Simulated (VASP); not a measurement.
Set up this calculation in VASP 6.6.1, as the native input.

```
Task                   : single point
Functional             : PBEsol
Potentials or basis    : VASP PAW PBE potentials, release 64 (Ti_sv, S, N, H)
Cutoff                 : 520 eV
k mesh                 : 2 × 2 × 1
Occupations            : fermi-dirac, width 0.05 eV
Spin                   : no spin polarisation
Dipole correction      : no
Further INCAR settings : LREAL = Auto; ALGO = Normal; EDIFF = 1e-06; NBANDS = 132
```

The structure of Ti12H3S12N lies in POSCAR:

```
Ti12H3S12N
1.0
    6.5343420000      0.0000000000      0.0000000000
   -3.2671710000      5.6589060000      0.0000000000
    0.0000000000      0.0000000000     21.0426550000
Ti S N H
12 12 1 3
Direct
    0.3333398818      0.1666753256      0.0475225203
    0.3329083747      0.1665162842      0.1947805541
    0.3323438231      0.1647138157      0.3484731371
    0.3333329799      0.6666659598      0.0475225203
    0.3332624649      0.6669840425      0.1945239325
    0.3400549913      0.6797426923      0.3476557497
    0.8333443199      0.1666753256      0.0475225203
    0.8333719256      0.1665162842      0.1947853063
    0.8316835614      0.1642720342      0.3481309749
    0.8333374180      0.6666659598      0.0475225203
    0.8335919181      0.6672667827      0.1944954189
    0.8357699693      0.6741939166      0.3425803445
   -0.0000299731      0.0001236988      0.1169386658
    0.0012637895      0.0017317835      0.2701702803
   -0.0013009563     -0.0051423367      0.4267854983
   -0.0000323101      0.4997255653      0.1167438234
   -0.0010494151      0.5013336500      0.2682313615
    0.0160916211      0.4908369215      0.4153800934
    0.4999413199     -0.0003710965      0.1169244090
    0.5006029390      0.0028804154      0.2690107308
    0.5052908856      0.0068387777      0.4269328181
    0.4997561423      0.4998139216      0.1167533279
    0.5012538832      0.5006974846      0.2683786813
    0.4764865994      0.4961559708      0.4163733141
    0.7450783389      0.4615909860      0.5168121608
    0.8202967080      0.6424209909      0.5104393908
    0.5751327713      0.3845266205      0.5338632411
    0.8453736003      0.4178722884      0.5453066640
```

The input as run:

INCAR

```
PREC = Accurate ; ENCUT = 520
EDIFF = 1E-6 ; ISMEAR = -1
SIGMA = 0.05 ; LREAL = Auto
LASPH = True ; NELM = 100
ALGO = Normal ; ISIF = 2
LWAVE = False ; LCHARG = True
GGA = PS ; LELF = True
LVHAR = True ; NBANDS = 132
```

KPOINTS

```
regular mesh
0
Gamma
  2 2 1
```

Potentials or basis: VASP PAW PBE potentials, release 64 (Ti_sv, S, N, H).

Command:

```console
$ cat potpaw_PBE.64/Ti_sv/POTCAR potpaw_PBE.64/S/POTCAR potpaw_PBE.64/N/POTCAR potpaw_PBE.64/H/POTCAR > POTCAR
$ mpirun -np 1 vasp_std > vasp.out
```

Results of the run:

```
Largest force          : 2.054 eV/Å
Band gap on the k mesh : zero (bands 112 and 113 overlap by 0.26 eV)
```

Caveat: the k points lie up to 0.56 Å⁻¹ apart; the PAW data sets were made with another functional, which shifts forces and pressure a little.

Wall time 61 min on 1 thread of AMD EPYC 7R43 64-Core Processor (Zen 3), with other jobs on the host, peak memory 0.89 GiB.
